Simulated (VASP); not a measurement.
# Mo12C in VASP: single point with LDA

Aim: the single point of Mo12C with LDA.

Everything below comes from runs of VASP 6.6.1. Logs are shortened: lines on timing, memory, paths and dates and some standing lists are left out, and cuts for length are marked.

## Step 1: The cell of the first run

The cell holds a slab with vacuum, 13 atoms: a = 5.389 Å, b = 5.389 Å, c = 19.741 Å, α = 90.00°, β = 90.00°, γ = 109.47°.

## Step 2: Single point, LDA

Input file INCAR:

```
SYSTEM = Mo12C
PREC = Accurate ; ENCUT = 520
EDIFF = 1E-7 ; ISMEAR = 0
SIGMA = 0.1 ; LREAL = .False.
LASPH = .True. ; NELM = 80
ALGO = Normal ; ISIF = 2
LWAVE = .False. ; LCHARG = .False.
LDIPOL = .True. ; IDIPOL = 3
DIPOL = 0.5 0.5 0.324 ; GGA = CA
NBANDS = 98
```

Input file KPOINTS:

```
Automatic mesh
0
Gamma
  5 5 1
  0 0 0
```

Input file POSCAR:

```
Mo12C
1.0
    5.3887247571      0.0000000000      0.0000000000
   -1.7962415857      5.0805384236      0.0000000000
    0.0000000000      0.0000000000     19.7413781192
Mo C
12 1
Direct
    0.2500000000      0.2500000000      0.2026200996
    0.2500000000      0.7500000000      0.2026200996
    0.7500000000      0.2500000000      0.2026200996
    0.7500000000      0.7500000000      0.2026200996
    0.0000000000      0.0000000000      0.3100443415
    0.0000000000      0.5000000000      0.3100443415
    0.5000000000      0.0000000000      0.3100443415
    0.5000000000      0.5000000000      0.3100443415
    0.2500000000      0.2500000000      0.4174672138
    0.2500000000      0.7500000000      0.4174672138
    0.7500000000      0.2500000000      0.4174672138
    0.7500000000      0.7500000000      0.4174672138
    0.2500000000      0.5000000000      0.4853642336
```

Potentials or basis: VASP PAW LDA potentials, release 64 (Mo_sv, C).

On the command line:

```
cat potpaw_LDA.64/Mo_sv/POTCAR potpaw_LDA.64/C/POTCAR > POTCAR
mpirun -np 1 vasp_std > vasp.out
```

OUTCAR:

```text
SYSTEM = Mo12C
   PREC = Accurate
   ENCUT = 520
   EDIFF = 1E-7
   ISMEAR = 0
   LREAL = .False.
   LASPH = .True.
   NELM = 80
   ISIF = 2
   GGA = CA

 ion  position               nearest neighbor table
   1  0.250  0.250  0.203-   5 2.63   8 2.63   3 2.69   3 2.69   2 2.69   2 2.69   7 3.06   6 3.06
                             4 3.11   4 3.11
   2  0.250  0.750  0.203-   6 2.63   7 2.63   4 2.69   4 2.69   1 2.69   1 2.69   5 3.06   8 3.06
                             3 3.11   3 3.11
   3  0.750  0.250  0.203-   6 2.63   7 2.63   1 2.69   1 2.69   4 2.69   4 2.69   5 3.06   8 3.06
                             2 3.11   2 3.11
   4  0.750  0.750  0.203-   5 2.63   8 2.63   2 2.69   2 2.69   3 2.69   3 2.69   7 3.06   6 3.06
                             1 3.11   1 3.11
   5  0.000  0.000  0.310-   9 2.63  12 2.63   1 2.63   4 2.63   7 2.69   7 2.69   6 2.69   6 2.69
                            11 3.06  10 3.06   3 3.06   2 3.06   8 3.11   8 3.11
   6  0.000  0.500  0.310-  10 2.63  11 2.63   2 2.63   3 2.63   8 2.69   8 2.69   5 2.69   5 2.69
                             9 3.06  12 3.06   1 3.06   4 3.06   7 3.11   7 3.11
   7  0.500  0.000  0.310-  10 2.63  11 2.63   2 2.63   3 2.63   5 2.69   5 2.69   8 2.69   8 2.69
                             9 3.06  12 3.06   1 3.06   4 3.06   6 3.11   6 3.11
   8  0.500  0.500  0.310-   9 2.63  12 2.63   1 2.63   4 2.63   6 2.69   6 2.69   7 2.69   7 2.69
                            11 3.06  10 3.06   3 3.06   2 3.06   5 3.11   5 3.11
   9  0.250  0.250  0.417-  13 1.90   8 2.63   5 2.63  11 2.69  11 2.69  10 2.69  10 2.69   6 3.06
                             7 3.06  12 3.11  12 3.11
  10  0.250  0.750  0.417-  13 1.90   7 2.63   6 2.63  12 2.69  12 2.69   9 2.69   9 2.69   8 3.06
                             5 3.06  11 3.11  11 3.11
  11  0.750  0.250  0.417-   6 2.63   7 2.63   9 2.69   9 2.69  12 2.69  12 2.69   5 3.06   8 3.06
                            10 3.11  10 3.11
  12  0.750  0.750  0.417-   5 2.63   8 2.63  10 2.69  10 2.69  11 2.69  11 2.69   7 3.06   6 3.06
                             9 3.11   9 3.11
  13  0.250  0.500  0.485-   9 1.90  10 1.90

  LATTYP: Found a base centered orthorhombic cell.
 ALAT       =     6.2223633782
 B/A-ratio  =     1.4142135624
 C/A-ratio  =     3.1726495094

  Lattice vectors:

 A1 = (   5.3887247571,   0.0000000000,   0.0000000000)
 A2 = (  -1.7962415857,   5.0805384236,   0.0000000000)
 A3 = (   0.0000000000,   0.0000000000,  19.7413781192)

Analysis of symmetry for initial positions (statically):
=====================================================================
 Subroutine PRICEL returns:
 Original cell was already a primitive cell.

 Routine SETGRP: Setting up the symmetry group for a
 base centered orthorhombic supercell.

 Subroutine GETGRP returns: Found  2 space group operations
 (whereof  1 operations were pure point group operations)
 out of a pool of  8 trial point group operations.

The static configuration has the point symmetry C_1 .
 The point group associated with its full space group is C_2 .

Analysis of symmetry for dynamics (positions and initial velocities):
=====================================================================
 Subroutine PRICEL returns:
 Original cell was already a primitive cell.

 Routine SETGRP: Setting up the symmetry group for a
 base centered orthorhombic supercell.

 Subroutine GETGRP returns: Found  2 space group operations
 (whereof  1 operations were pure point group operations)
 out of a pool of  8 trial point group operations.

The dynamic configuration has the point symmetry C_1 .
 The point group associated with its full space group is C_2 .

 Subroutine INISYM returns: Found  2 space group operations
 (whereof  1 operations are pure point group operations),
 and found     1 'primitive' translations

----------------------------------------------------------------------------------------

                                     Primitive cell

  volume of cell :     540.4720

  direct lattice vectors                    reciprocal lattice vectors
     5.388724757  0.000000000  0.000000000     0.185572662  0.065609844  0.000000000
    -1.796241586  5.080538424  0.000000000     0.000000000  0.196829532  0.000000000
     0.000000000  0.000000000 19.741378119     0.000000000  0.000000000  0.050655025

  length of vectors
     5.388724757  5.388724757 19.741378119     0.196829532  0.196829532  0.050655025

  position of ions in fractional coordinates (direct lattice)
     0.250000000  0.250000000  0.202620100
     0.250000000  0.750000000  0.202620100
     0.750000000  0.250000000  0.202620100
     0.750000000  0.750000000  0.202620100
     0.000000000  0.000000000  0.310044342
     0.000000000  0.500000000  0.310044342
     0.500000000  0.000000000  0.310044342
     0.500000000  0.500000000  0.310044342
     0.250000000  0.250000000  0.417467214
     0.250000000  0.750000000  0.417467214
     0.750000000  0.250000000  0.417467214
     0.750000000  0.750000000  0.417467214
     0.250000000  0.500000000  0.485364234

  ion indices of the primitive-cell ions
   primitive index   ion index
                 1           1
                 2           2
                 3           3
                 4           4
                 5           5
                 6           6
                 7           7
                 8           8
                 9           9
                10          10
                11          11
                12          12
                13          13

----------------------------------------------------------------------------------------

 KPOINTS: Automatic mesh

Automatic generation of k-mesh.
 Grid dimensions read from file:
 generate k-points for:    5    5    1

 Generating k-lattice:

  Cartesian coordinates                     Fractional coordinates (reciprocal lattice)
     0.037114532  0.013121969  0.000000000     0.200000000 -0.000000000  0.000000000
     0.000000000  0.039365906  0.000000000     0.000000000  0.200000000  0.000000000
     0.000000000  0.000000000  0.050655025     0.000000000  0.000000000  1.000000000

  Length of vectors
     0.039365906  0.039365906  0.050655025

  Shift w.r.t. Gamma in fractional coordinates (k-lattice)
     0.000000000  0.000000000  0.000000000

 Subroutine IBZKPT returns following result:
 ===========================================

 Found     13 irreducible k-points:

 Following reciprocal coordinates:
            Coordinates               Weight
  0.000000  0.000000  0.000000      1.000000
  0.200000  0.000000  0.000000      2.000000
  0.000000  0.200000  0.000000      2.000000
  0.400000  0.000000  0.000000      2.000000
  0.000000  0.400000  0.000000      2.000000
  0.200000  0.200000  0.000000      2.000000
  0.400000  0.200000  0.000000      2.000000
  0.200000  0.400000  0.000000      2.000000
 -0.400000  0.200000  0.000000      2.000000
  0.200000 -0.400000  0.000000      2.000000
 -0.200000  0.200000  0.000000      2.000000
  0.400000  0.400000  0.000000      2.000000
 -0.400000  0.400000  0.000000      2.000000
   k-points           NKPTS =     13   k-points in BZ     NKDIM =     13   number of bands    NBANDS=     98
   number of dos      NEDOS =    301   number of ions     NIONS =     13
   total plane-waves  NPLWV = 240000
   dimension x,y,z NGX =    40 NGY =   40 NGZ =  150
   dimension x,y,z NGXF=    80 NGYF=   80 NGZF=  300
   ions per type =              12   1
   NGX,Y,Z   is equivalent  to a cutoff of  12.34, 12.34, 12.63 a.u.
   NGXF,Y,Z  is equivalent  to a cutoff of  24.68, 24.68, 25.26 a.u.
 SYSTEM =  Mo12C
   PREC   = accura    normal or accurate (medium, high low for compatibility)
   ISTART =      0    job   : 0-new  1-cont  2-samecut
   ICHARG =      2    charge: 1-file 2-atom 10-const
   ISPIN  =      1    spin polarized calculation?
   LNONCOLLINEAR =      F non collinear calculations
   LSORBIT =      F    spin-orbit coupling
   LASPH  =      T    aspherical Exc in radial PAW
   ENCUT  =  520.0 eV  38.22 Ry    6.18 a.u.  10.02 10.02 36.71*2*pi/ulx,y,z
   NELM   =     80;   NELMIN=  2; NELMDL= -5     # of ELM steps
   EDIFF  = 0.1E-06   stopping-criterion for ELM
   LREAL  =      F    real-space projection
   EDIFFG = 0.1E-05   stopping-criterion for IOM
   NSW    =      0    number of steps for IOM
   IBRION =     -1    ionic relax: 0-MD 1-quasi-New 2-CG
   NFREE  =      0    steps in history (QN), initial steepest desc. (CG)
   ISIF   =      2    stress and relaxation
   ISYM   =      2    0-nonsym 1-usesym 2-fastsym
   POTIM  = 0.5000    time-step for ionic-motion
   TEBEG  =    0.0;   TEEND  =   0.0 temperature during run
   PSTRESS=    0.0 pullay stress
   NELECT =     172.0000    total number of electrons
   NUPDOWN=      -1.0000    fix difference up-down
   EMIN   =  10.00;   EMAX   =-10.00  energy-range for DOS
   EFERMI =   0.00;   METHOD = LEGACY
   ISMEAR =     0;   SIGMA  =   0.10  broadening in eV -4-tet -1-fermi 0-gaus
   EFERMI_NEDOS =   21; number of points for ismear=-14 and -15
   IALGO  =     38    algorithm
   IMIX   =      4    mixing-type and parameters
     AMIX     =   0.40;   BMIX     =  1.00
     AMIX_MAG =   1.60;   BMIX_MAG =  1.00
  volume/ion in A,a.u.               =      41.57       280.56
  Fermi-wavevector in a.u.,A,eV,Ry     =   1.117703  2.112153 16.997227  1.249261
  Thomas-Fermi vector in A             =   2.254328
   LORBIT       =      0    0 simple, 1 ext, 2 COOP (PROOUT), +10 PAW based schemes
   GGA     = CA    functional components
   LHFCALC =     F    Hartree Fock is set to
   AEXX    =    0.0000 exact exchange contribution
   IVDW    =     0    specifies the selected vdW correction
   LEPSILON=     F    determine dielectric tensor
   LRPA    =     F    only Hartree local field effects (RPA)
 non-spin polarized calculation
 Gauss-broadening in eV      SIGMA  =   0.10
  energy-cutoff  :      520.00
  volume of cell :      540.47
 maximum number of plane-waves:     14600
   NGX = 21   NGY = 21   NGZ = 73

 dipolmoment           0.000000      0.000000     -0.076479 electrons x Angstroem

 number of electron     171.9999997 magnetization

 dipolmoment           0.000000      0.000000      0.113624 electrons x Angstroem

 Free energy of the ion-electron system (eV)
  ---------------------------------------------------
  ext. energy  EPLUGINS =         0.00000000
  ---------------------------------------------------
  free energy    TOTEN  =      -143.13048876 eV

  energy without entropy =     -143.06539361  energy(sigma->0) =     -143.09794118

 E-fermi :   1.0445     XC(G=0):  -5.8092

 val. band max:        1.0433095275   @ k =   0.4000   0.4000   0.0000
 cond. band min:       1.0447026703   @ k =   0.2000   0.0000   0.0000
 fundamental gap:      0.0013931428
 Fermi energy:         1.0444558245

 k-point     1 :       0.0000    0.0000    0.0000
  band No.  band energies     occupation
      1     -59.8490      2.00000
      2     -59.6097      2.00000
      3     -59.6085      2.00000
      4     -59.6010      2.00000
      5     -59.5476      2.00000
      6     -59.5192      2.00000
[... 90 lines left out ...]
     97       2.8874      0.00000
     98       3.0068      0.00000

 k-point     2 :       0.2000    0.0000    0.0000
  band No.  band energies     occupation
      1     -59.8285      2.00000
      2     -59.6377      2.00000
      3     -59.6035      2.00000
      4     -59.5876      2.00000
      5     -59.5533      2.00000
      6     -59.5113      2.00000
[... 1201 lines left out ...]
     97       1.9674      0.00000
     98       2.0309      0.00000

------------------------ aborting loop because EDIFF is reached ----------------------------------------

 vacuum level on the upper side and lower side of the slab       (xc-potential included)         0.356        -0.414

  FORCE on cell =-STRESS in cart. coord.  units (eV):
  Direction    XX          YY          ZZ          XY          YZ          ZX
  --------------------------------------------------------------------------------------
  -------------------------------------------------------------------------------------
  Total       -9.6075032     -3.6380945      4.7954226     -2.3314597      0.0000000      0.0000000
  in kB      -28.4805200    -10.7847816     14.2155694     -6.9113883      0.0000000      0.0000000
  external PRESSURE =      -8.3499107 kB  Pullay stress =       0.0000000 kB

 VOLUME and BASIS-vectors are now :
 -----------------------------------------------------------------------------
  energy-cutoff  :      520.00
  volume of cell :      540.47
      direct lattice vectors                 reciprocal lattice vectors
     5.388724757  0.000000000  0.000000000     0.185572662  0.065609844  0.000000000
    -1.796241586  5.080538424  0.000000000     0.000000000  0.196829532  0.000000000
     0.000000000  0.000000000 19.741378119     0.000000000  0.000000000  0.050655025

 POSITION                                       TOTAL-FORCE (eV/Angst)
 -----------------------------------------------------------------------------------
      0.89812      1.27013      4.00000         0.112490     -0.025388     -0.181259
      0.00000      3.81040      4.00000        -0.112490      0.025388     -0.181259
      3.59248      1.27013      4.00000        -0.073950     -0.124016      0.053581
      2.69436      3.81040      4.00000         0.073950      0.124016      0.053581
      0.00000      0.00000      6.12070        -0.231823     -0.353911     -0.528387
     -0.89812      2.54027      6.12070        -0.077810     -0.299833     -0.331808
      2.69436      0.00000      6.12070         0.231823      0.353911     -0.528387
      1.79624      2.54027      6.12070         0.077810      0.299833     -0.331808
      0.89812      1.27013      8.24138         0.184674     -0.890367      0.717404
      0.00000      3.81040      8.24138        -0.184674      0.890367      0.717404
      3.59248      1.27013      8.24138        -0.178938      0.158315      0.211104
      2.69436      3.81040      8.24138         0.178938     -0.158315      0.211104
      0.44906      2.54027      9.58176         0.000000      0.000000      0.118729
 -----------------------------------------------------------------------------------
    total drift:                                0.000000      0.000000      0.000308

  FREE ENERGIE OF THE ION-ELECTRON SYSTEM (eV)
  ---------------------------------------------------
  free  energy   TOTEN  =      -143.1304887557 eV

  energy  without entropy=     -143.0653936109  energy(sigma->0) =     -143.09794118

 vacuum level on the upper side and lower side of the slab         6.709         5.939
```

It took 32 min on 1 thread of Intel Xeon Platinum 8488C (Sapphire Rapids), shared host; peak memory 0.7 GiB.

Results:

- Free energy: -143.1305 eV
- Largest force: 1.158 eV/Å
- Band gap on the k mesh: zero (bands 86 and 87 overlap by 1.70 eV)

Forces in eV/Å, atoms in the order of the input:
```
Mo   0.112 -0.025 -0.181
Mo  -0.112  0.025 -0.181
Mo  -0.074 -0.124  0.054
Mo   0.074  0.124  0.054
Mo  -0.232 -0.354 -0.528
Mo  -0.078 -0.300 -0.332
Mo   0.232  0.354 -0.528
Mo   0.078  0.300 -0.332
Mo   0.185 -0.890  0.717
Mo  -0.185  0.890  0.717
Mo  -0.179  0.158  0.211
Mo   0.179 -0.158  0.211
C    0.000  0.000  0.119
```

Levels at points of the mesh, in eV from the Fermi level:
```tsv
k point	band 82	band 83	band 84	band 85	band 86	band 87	band 88	band 89	band 90	band 91
(0.00, 0.00, 0.00)	-0.09	0.26	0.59	0.92	1.12	1.19	1.34	1.34	1.45	1.53
```
